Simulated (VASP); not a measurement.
# Ca (Fm-3m) in VASP: notebook

Ca is run at these levels: PBE+D4; tasks: single point.

All numbers are computed with VASP 6.6.1; they aren't measurements. Logs are shortened: lines on timing, memory, paths and dates and some standing lists are left out, and cuts for length are marked.

### 1 The cell of the first run

The structure is cubic, space group Fm-3m (No. 225). The conventional cell has a = 5.551 Å, b = 5.551 Å, c = 5.551 Å, α = 90.00°, β = 90.00°, γ = 90.00°. Within 5.2 Å of Ca (site symmetry m-3m) lie 12 Ca at 3.93 Å.

### 2 Single point, PBE+D4 (volume scaled by 0.98)

Contents of INCAR:

```
SYSTEM = Ca
  PREC = Accurate
  ENCUT = 520
  EDIFF = 1E-7
  ISMEAR = -5
  SIGMA = 0.05
  LREAL = .False.
  LASPH = .True.
  NELM = 80
  ALGO = Fast
  ISIF = 2
  LWAVE = .False.
  LCHARG = .True.
  GGA = PE
  IVDW = 13
  LELF = .True.
  LVHAR = .True.
  NBANDS = 11
```

Contents of KPOINTS:

```
Automatic mesh
0
Gamma
  8 8 8
  0 0 0
```

Contents of POSCAR:

```
Ca
1.0
    0.0000000000      2.7754464148      2.7754464148
    2.7754464148      0.0000000000      2.7754464148
    2.7754464148      2.7754464148      0.0000000000
Ca
1
Direct
    0.0000000000      0.0000000000      0.0000000000
```

Potentials or basis: VASP PAW PBE potentials, release 64 (Ca_sv).

Run with:

```sh
$ cat potpaw_PBE.64/Ca_sv/POTCAR > POTCAR
$ mpirun -np 1 vasp_std > vasp.out
```

OUTCAR:

```text
SYSTEM = Ca
   PREC = Accurate
   ENCUT = 520
   EDIFF = 1E-7
   ISMEAR = -5
   LREAL = .False.
   LASPH = .True.
   NELM = 80
   ISIF = 2
   GGA = PE
   IVDW = 13

 ion  position               nearest neighbor table
   1  0.000  0.000  0.000-

  LATTYP: Found a face centered cubic cell.
 ALAT       =     5.5508928296

  Lattice vectors:

 A1 = (   0.0000000000,   2.7754464148,   2.7754464148)
 A2 = (   2.7754464148,   0.0000000000,   2.7754464148)
 A3 = (   2.7754464148,   2.7754464148,   0.0000000000)

Analysis of symmetry for initial positions (statically):
=====================================================================
 Subroutine PRICEL returns:
 Original cell was already a primitive cell.

 Routine SETGRP: Setting up the symmetry group for a
 face centered cubic supercell.

 Subroutine GETGRP returns: Found 48 space group operations
 (whereof 48 operations were pure point group operations)
 out of a pool of 48 trial point group operations.

The static configuration has the point symmetry O_h .

Analysis of symmetry for dynamics (positions and initial velocities):
=====================================================================
 Subroutine PRICEL returns:
 Original cell was already a primitive cell.

 Routine SETGRP: Setting up the symmetry group for a
 face centered cubic supercell.

 Subroutine GETGRP returns: Found 48 space group operations
 (whereof 48 operations were pure point group operations)
 out of a pool of 48 trial point group operations.

The dynamic configuration has the point symmetry O_h .

 Subroutine INISYM returns: Found 48 space group operations
 (whereof 48 operations are pure point group operations),
 and found     1 'primitive' translations

----------------------------------------------------------------------------------------

                                     Primitive cell

  volume of cell :      42.7591

  direct lattice vectors                    reciprocal lattice vectors
     0.000000000  2.775446415  2.775446415    -0.180151199  0.180151199  0.180151199
     2.775446415  0.000000000  2.775446415     0.180151199 -0.180151199  0.180151199
     2.775446415  2.775446415  0.000000000     0.180151199  0.180151199 -0.180151199

  length of vectors
     3.925073961  3.925073961  3.925073961     0.312031030  0.312031030  0.312031030

  position of ions in fractional coordinates (direct lattice)
     0.000000000  0.000000000  0.000000000

  ion indices of the primitive-cell ions
   primitive index   ion index
                 1           1

----------------------------------------------------------------------------------------

 KPOINTS: Automatic mesh

Automatic generation of k-mesh.
 Grid dimensions read from file:
 generate k-points for:    8    8    8

 Generating k-lattice:

  Cartesian coordinates                     Fractional coordinates (reciprocal lattice)
    -0.022518900  0.022518900  0.022518900     0.125000000  0.000000000  0.000000000
     0.022518900 -0.022518900  0.022518900     0.000000000  0.125000000  0.000000000
     0.022518900  0.022518900 -0.022518900     0.000000000  0.000000000  0.125000000

  Length of vectors
     0.039003879  0.039003879  0.039003879

  Shift w.r.t. Gamma in fractional coordinates (k-lattice)
     0.000000000  0.000000000  0.000000000

 TETIRR: Found     76 inequivalent tetrahedra from     3072

 Subroutine IBZKPT returns following result:
 ===========================================

 Found     29 irreducible k-points:

 Following reciprocal coordinates:
            Coordinates               Weight
  0.000000  0.000000  0.000000      1.000000
  0.125000  0.000000  0.000000      8.000000
  0.250000  0.000000  0.000000      8.000000
  0.375000  0.000000  0.000000      8.000000
  0.500000  0.000000  0.000000      4.000000
  0.125000  0.125000  0.000000      6.000000
[... 16 lines left out ...]
  0.500000  0.250000  0.125000     48.000000
 -0.375000  0.250000  0.125000     24.000000
 [... further k-points ...]
   k-points           NKPTS =     29   k-points in BZ     NKDIM =     29   number of bands    NBANDS=     11
   number of dos      NEDOS =    301   number of ions     NIONS =      1
   total plane-waves  NPLWV =  27000
   dimension x,y,z NGX =    30 NGY =   30 NGZ =   30
   dimension x,y,z NGXF=    60 NGYF=   60 NGZF=   60
   ions per type =               1
   NGX,Y,Z   is equivalent  to a cutoff of  12.71, 12.71, 12.71 a.u.
   NGXF,Y,Z  is equivalent  to a cutoff of  25.41, 25.41, 25.41 a.u.
 SYSTEM =  Ca
   PREC   = accura    normal or accurate (medium, high low for compatibility)
   ISTART =      0    job   : 0-new  1-cont  2-samecut
   ICHARG =      2    charge: 1-file 2-atom 10-const
   ISPIN  =      1    spin polarized calculation?
   LNONCOLLINEAR =      F non collinear calculations
   LSORBIT =      F    spin-orbit coupling
   LASPH  =      T    aspherical Exc in radial PAW
   ENCUT  =  520.0 eV  38.22 Ry    6.18 a.u.   7.30  7.30  7.30*2*pi/ulx,y,z
   NELM   =     80;   NELMIN=  2; NELMDL= -5     # of ELM steps
   EDIFF  = 0.1E-06   stopping-criterion for ELM
   LREAL  =      F    real-space projection
   EDIFFG = 0.1E-05   stopping-criterion for IOM
   NSW    =      0    number of steps for IOM
   IBRION =     -1    ionic relax: 0-MD 1-quasi-New 2-CG
   NFREE  =      0    steps in history (QN), initial steepest desc. (CG)
   ISIF   =      2    stress and relaxation
   ISYM   =      2    0-nonsym 1-usesym 2-fastsym
   POTIM  = 0.5000    time-step for ionic-motion
   TEBEG  =    0.0;   TEEND  =   0.0 temperature during run
   PSTRESS=    0.0 pullay stress
   NELECT =      10.0000    total number of electrons
   NUPDOWN=      -1.0000    fix difference up-down
   EMIN   =  10.00;   EMAX   =-10.00  energy-range for DOS
   EFERMI =   0.00;   METHOD = LEGACY
   ISMEAR =    -5;   SIGMA  =   0.05  broadening in eV -4-tet -1-fermi 0-gaus
   EFERMI_NEDOS =   21; number of points for ismear=-14 and -15
   IALGO  =     68    algorithm
   IMIX   =      4    mixing-type and parameters
     AMIX     =   0.40;   BMIX     =  1.00
     AMIX_MAG =   1.60;   BMIX_MAG =  1.00
  volume/ion in A,a.u.               =      42.76       288.55
  Fermi-wavevector in a.u.,A,eV,Ry     =   1.008630  1.906035 13.841683  1.017335
  Thomas-Fermi vector in A             =   2.141509
   LORBIT       =      0    0 simple, 1 ext, 2 COOP (PROOUT), +10 PAW based schemes
   GGA     = PE    functional components
   LHFCALC =     F    Hartree Fock is set to
   AEXX    =    0.0000 exact exchange contribution
   IVDW    =    13    specifies the selected vdW correction
   LEPSILON=     F    determine dielectric tensor
   LRPA    =     F    only Hartree local field effects (RPA)
 non-spin polarized calculation
 RMM-DIIS sequential band-by-band and
 Fermi weights with tetrahedron method with Bloechl corrections
  energy-cutoff  :      520.00
  volume of cell :       42.76
 maximum number of plane-waves:      1174
 NGX is ok and might be reduce to    30
   NGX = 15   NGY = 15   NGZ = 15

 number of electron      10.0000000 magnetization

 number of electron       9.9999999 magnetization

 Free energy of the ion-electron system (eV)
  ---------------------------------------------------
  ext. energy  EPLUGINS =         0.00000000
  ---------------------------------------------------
  free energy    TOTEN  =        -1.92647143 eV

  energy without entropy =       -1.92647143  energy(sigma->0) =       -1.92647143

 E-fermi :   1.9115     XC(G=0):  -7.6903

 val. band max:        1.9473921656   @ k =  -0.3750   0.3750   0.0000
 cond. band min:       1.8310399157   @ k =  -0.3750   0.2500   0.1250
 fundamental gap:     -0.1163522499
 Fermi energy:         1.9114908386

 k-point     1 :       0.0000    0.0000    0.0000
  band No.  band energies     occupation
      1     -40.1094      2.00000
      2     -21.0301      2.00000
      3     -21.0301      2.00000
      4     -21.0301      2.00000
      5      -2.0911      2.00000
      6       4.2445      0.00000
      7       4.2445      0.00000
      8       4.2445      0.00000
      9       5.2984      0.00000
     10       5.2984      0.00000
     11      10.9731      0.00000

 k-point     2 :       0.1250    0.0000    0.0000
  band No.  band energies     occupation
      1     -40.1076      2.00000
      2     -21.0497      2.00000
      3     -21.0328      2.00000
      4     -21.0328      2.00000
      5      -1.8285      2.00000
      6       3.9716      0.00000
      7       4.3338      0.00000
      8       4.3338      0.00000
      9       5.2274      0.00000
     10       5.2274      0.00000
     11      11.0827      0.00000

 k-point     3 :       0.2500    0.0000    0.0000
  band No.  band energies     occupation
      1     -40.1030      2.00000
      2     -21.0966      2.00000
      3     -21.0393      2.00000
      4     -21.0393      2.00000
      5      -1.0812      2.00000
      6       3.3306      0.00000
      7       4.3761      0.00000
      8       4.3761      0.00000
      9       5.3096      0.00000
     10       5.3096      0.00000
     11       9.2218      0.00000

 k-point     4 :       0.3750    0.0000    0.0000
  band No.  band energies     occupation
      1     -40.0985      2.00000
      2     -21.1430      2.00000
      3     -21.0458      2.00000
      4     -21.0458      2.00000
      5       0.0125      2.00000
      6       2.5053     -0.08132
      7       4.2151      0.00000
      8       4.2151      0.00000
      9       5.7296      0.00000
     10       5.7296      0.00000
     11       7.6647      0.00000
[... 239 lines left out ...]
 k-point    22 :       0.3750    0.2500    0.1250
  band No.  band energies     occupation
      1     -40.0997      2.00000
      2     -21.1082      2.00000
      3     -21.0635      2.00000
      4     -21.0476      2.00000
      5      -0.4538      2.00000
      6       3.1223      0.00000
      7       3.8781      0.00000
      8       4.7895      0.00000
      9       4.9225      0.00000
     10       5.8268      0.00000
     11       9.2454      0.00000

 k-point    23 :       0.5000    0.2500    0.1250
  band No.  band energies     occupation
      1     -40.0960      2.00000
      2     -21.1332      2.00000
      3     -21.0781      2.00000
      4     -21.0553      2.00000
      5       0.5821      2.00000
      6       2.6184     -0.01883
      7       3.4712      0.00000
      8       4.6323      0.00000
      9       5.4752      0.00000
     10       6.2015      0.00000
     11       7.6424      0.00000

 k-point    24 :      -0.3750    0.2500    0.1250
  band No.  band energies     occupation
      1     -40.0945      2.00000
      2     -21.1439      2.00000
      3     -21.0827      2.00000
      4     -21.0595      2.00000
      5       1.5918      2.00000
      6       1.8310      0.21480
      7       3.4132      0.00000
      8       4.5369      0.00000
      9       5.8171      0.00000
     10       6.3673      0.00000
     11       6.8021      0.00000

 [... further k-points ...]

------------------------ aborting loop because EDIFF is reached ----------------------------------------

  DFT-D4 for vdW energy calculation

  Edisp (eV):   -0.17236

  FORCE on cell =-STRESS in cart. coord.  units (eV):
  Direction    XX          YY          ZZ          XY          YZ          ZX
  --------------------------------------------------------------------------------------
  -------------------------------------------------------------------------------------
  Total      -0.27440    -0.27440    -0.27440     0.00000    -0.00000     0.00000
  in kB     -10.28167   -10.28167   -10.28167     0.00000    -0.00000     0.00000
  external pressure =      -10.28 kB  Pullay stress =        0.00 kB

 VOLUME and BASIS-vectors are now :
 -----------------------------------------------------------------------------
  energy-cutoff  :      520.00
  volume of cell :       42.76
      direct lattice vectors                 reciprocal lattice vectors
     0.000000000  2.775446415  2.775446415    -0.180151199  0.180151199  0.180151199
     2.775446415  0.000000000  2.775446415     0.180151199 -0.180151199  0.180151199
     2.775446415  2.775446415  0.000000000     0.180151199  0.180151199 -0.180151199

 POSITION                                       TOTAL-FORCE (eV/Angst)
 -----------------------------------------------------------------------------------
      0.00000      0.00000      0.00000         0.000000     -0.000000     -0.000000
 -----------------------------------------------------------------------------------
    total drift:                               -0.000000     -0.000000      0.000000

  FREE ENERGIE OF THE ION-ELECTRON SYSTEM (eV)
  ---------------------------------------------------
  free  energy   TOTEN  =        -2.0988275402 eV

  energy  without entropy=       -2.0988275402  energy(sigma->0) =       -2.09882754
```

Wall time 20 s (1 thread of Intel Xeon Platinum 8375C at 2.90GHz (Ice Lake), shared host); peak memory 0.16 GiB.

What came out:

```yaml
Free_energy: -2.0988 eV
Pressure: -1.0 GPa
Band_gap_on_the_k_mesh: zero (band 5 reaches 2.12 eV, above the bottom of band 6 at 1.74 eV)
Dispersion_energy_per_atom: -0.172 eV
```

Levels at points of the mesh, in eV from the Fermi level:
| k point | band 1 | band 2 | band 3 | band 4 | band 5 | band 6 | band 7 | band 8 | band 9 | band 10 |
| --- | --- | --- | --- | --- | --- | --- | --- | --- | --- | --- |
| (0.00, 0.00, 0.00) | -42.02 | -22.94 | -22.94 | -22.94 | -4.00 | 2.33 | 2.33 | 2.33 | 3.39 | 3.39 |
| (0.50, 0.00, 0.00) | -42.01 | -23.07 | -22.96 | -22.96 | -0.98 | -0.17 | 2.22 | 2.22 | 4.07 | 4.07 |
| (0.50, 0.50, 0.00) | -42.00 | -23.07 | -22.99 | -22.99 | -0.44 | 0.59 | 0.94 | 4.06 | 4.25 | 4.25 |

Caveat: the cell differs from its parent crystal (volume scaled by 0.98); pairwise dispersion overbinds metals, which lowers pressure and volume; tetrahedron occupations give inexact forces and stress in metals.

### 3 Single point, PBE+D4

This run uses another cell than the first one, of 43.63 Å³/atom, 1.020 times its volume.

Contents of INCAR:

```
SYSTEM = Ca
ALGO = Normal ; EDIFF = 1E-6
ENCUT = 520 ; GGA = PE
ISIF = 2 ; ISMEAR = -5
IVDW = 13 ; LASPH = .True.
LCHARG = .True. ; LELF = .True.
LREAL = .False. ; LVHAR = .True.
LWAVE = .False. ; NBANDS = 11
NELM = 80 ; PREC = Accurate
SIGMA = 0.05
```

Contents of KPOINTS:

```
k-points
0
Gamma
  8 8 8
  0 0 0
```

Contents of POSCAR:

```
Ca
1.0
    0.0000000000      2.7942000000      2.7942000000
    2.7942000000      0.0000000000      2.7942000000
    2.7942000000      2.7942000000      0.0000000000
Ca
1
Direct
    0.0000000000      0.0000000000      0.0000000000
```

Potentials or basis: VASP PAW PBE potentials, release 64 (Ca_sv).

Run with:

```sh
$ cat potpaw_PBE.64/Ca_sv/POTCAR > POTCAR
$ mpirun -np 1 vasp_std > vasp.out
```

Wall time 12 s (1 thread of Intel Xeon Platinum 8375C at 2.90GHz (Ice Lake), shared host); peak memory 0.17 GiB.

Results (log left out):

- Free energy: -2.0939 eV
- Pressure: -1.3 GPa
- Band gap on the k mesh: zero (band 5 reaches 2.05 eV, above the bottom of band 6 at 1.65 eV)
- Dispersion energy per atom: -0.169 eV

Levels at points of the mesh, in eV from the Fermi level:
```csv
k point,band 1,band 2,band 3,band 4,band 5,band 6,band 7,band 8,band 9,band 10
"(0.00, 0.00, 0.00)",-42.07,-22.99,-22.99,-22.99,-3.97,2.31,2.31,2.31,3.34,3.34
"(0.50, 0.00, 0.00)",-42.06,-23.11,-23.01,-23.01,-0.97,-0.18,2.19,2.19,4.00,4.00
"(0.50, 0.50, 0.00)",-42.05,-23.11,-23.03,-23.03,-0.42,0.60,0.91,3.99,4.17,4.17
```

Caveat: pairwise dispersion overbinds metals, which lowers pressure and volume; tetrahedron occupations give inexact forces and stress in metals.
